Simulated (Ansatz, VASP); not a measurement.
# Two plane-wave programs on P

The input INCAR:

```
SYSTEM = P
  ALGO = Normal
  EDIFF = 1E-6
  ENCUT = 520
  GGA = RE
  ISIF = 2
  ISMEAR = -1
  LASPH = .TRUE.
  LCHARG = .FALSE.
  LREAL = .FALSE.
  LWAVE = .FALSE.
  NBANDS = 8
  NELM = 60
  PREC = Accurate
  SIGMA = 0.1
```

File KPOINTS:

```
k-points
0
G
  16 16 16
  0 0 0
```

File POSCAR:

```
P
1.0
   -1.5904406019      1.5904406019      1.5904406019
    1.5904406019     -1.5904406019      1.5904406019
    1.5904406019      1.5904406019     -1.5904406019
P
1
Direct
    0.0000000000      0.0000000000      0.0000000000
```

Input for Ansatz:

```yaml
crystal:
  lattice:
    - [-1.5904406019, 1.5904406019, 1.5904406019]
    - [1.5904406019, -1.5904406019, 1.5904406019]
    - [1.5904406019, 1.5904406019, -1.5904406019]
  atoms:
    - { symbol: P, position: [0.0, 0.0, 0.0] }
hamiltonian:
  xc: revpbe
  pseudopotentials:
    kind: paw
    azcp:
      P: "pseudopotentials/P.paw.azcp"
basis:
  ecutwfc: 420
  fft_grid_basis: typed
kpoints:
  mp_grid: { grid: [16, 16, 16], shift: [0, 0, 0] }
magnetization:
  spin_polarized: false
scf:
  occupations: { method: fermi_dirac, width: 0.1 }
  lower_state_search: "off"
output:
  stress: true
```

Alike in both runs: task single point; functional revPBE; k mesh 16 × 16 × 16; occupations fermi-dirac, width 0.1 eV; no spin polarisation.

```csv
,VASP,Ansatz
version,VASP 6.6.1,Ansatz 0.2.0
potentials or method,"VASP PAW PBE potentials, release 64 (P), cutoff 520 eV","plane waves (420 eV) with PAW, scalar-relativistic"
valence electrons in the cell,5,5
```

VASP gave:

```
pressure (GPa) : -8.8
```

Q: Which values does Ansatz return?

A: Pressure (GPa): -8.5.

VASP's potentials were made for PBE, not for revPBE.
